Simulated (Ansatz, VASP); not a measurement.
# AlCo: VASP beside Ansatz

INCAR

```
SYSTEM = AlCo
ALGO = Normal
DIPOL = 0.5 0.5 0.500
EDIFF = 1E-7
ENCUT = 520
GGA = PE
IDIPOL = 3
ISIF = 2
ISMEAR = -1
LASPH = .True.
LCHARG = .True.
LDIPOL = .True.
LELF = .True.
LREAL = .False.
LVACPOTAV = .True.
LVHAR = .True.
LWAVE = .False.
NBANDS = 34
NELM = 60
PREC = Accurate
SIGMA = 0.1
```

KPOINTS

```
k-points
0
Gamma
  13 9 1
  0 0 0
```

Contents of POSCAR:

```
AlCo
1.0
    2.8528193276      0.0000000000      0.0000000000
    0.0000000000      4.0344957842      0.0000000000
    0.0000000000      0.0000000000     22.0517000000
Co Al
4 4
Direct
    0.7500000000      0.0000000000      0.3662222349
    0.7500000000      0.5000000000      0.4548311272
    0.7500000000      0.0000000000      0.5451688386
    0.7500000000      0.5000000000      0.6337776165
    0.2500000000      0.5000000000      0.3584857918
    0.2500000000      0.0000000000      0.4542236690
    0.2500000000      0.5000000000      0.5457764958
    0.2500000000      0.0000000000      0.6415142250
```

Input for Ansatz:

```yaml
crystal:
  lattice:
    - [2.8528193276, 0.0, 0.0]
    - [0.0, 4.0344957842, 0.0]
    - [0.0, 0.0, 22.0517]
  atoms:
    - { symbol: Co, position: [0.75, 0.0, 0.3662222349] }
    - { symbol: Al, position: [0.25, 0.5, 0.3584857918] }
    - { symbol: Co, position: [0.75, 0.5, 0.4548311272] }
    - { symbol: Al, position: [0.25, 0.0, 0.454223669] }
    - { symbol: Co, position: [0.75, 0.0, 0.5451688386] }
    - { symbol: Al, position: [0.25, 0.5, 0.5457764958] }
    - { symbol: Co, position: [0.75, 0.5, 0.6337776165] }
    - { symbol: Al, position: [0.25, 0.0, 0.641514225] }
kpoints:
  mp_grid: { grid: [13, 9, 1] }
scf:
  occupations: { method: fermi_dirac, width: 0.1 }
hamiltonian:
  xc: pbe
  pseudopotentials: { kind: all_electron, lapw: { basis_error: 0.001 } }
output:
  forces: true
  stress: true
  eigenvalues: true
efield:
  axis: 3
  amplitude: 0
  dipole_correction: true
```

Alike in both runs: task single point; functional PBE; k mesh 13 × 9 × 1; occupations fermi-dirac, width 0.1 eV; no spin polarisation.

|  | VASP | Ansatz |
| --- | --- | --- |
| version | VASP 6.6.1 | Ansatz 0.2.0 |
| potentials or method | VASP PAW PBE potentials, release 64 (Co, Al), cutoff 520 eV | all-electron LAPW, scalar-relativistic |

|  | VASP | Ansatz | Ansatz less VASP |
| --- | --- | --- | --- |
| rms of the force components (eV/Å) | 0.006 | 0.002 | -0.0042 |

Ansatz ran all-electron here, and VASP with PAW potentials.
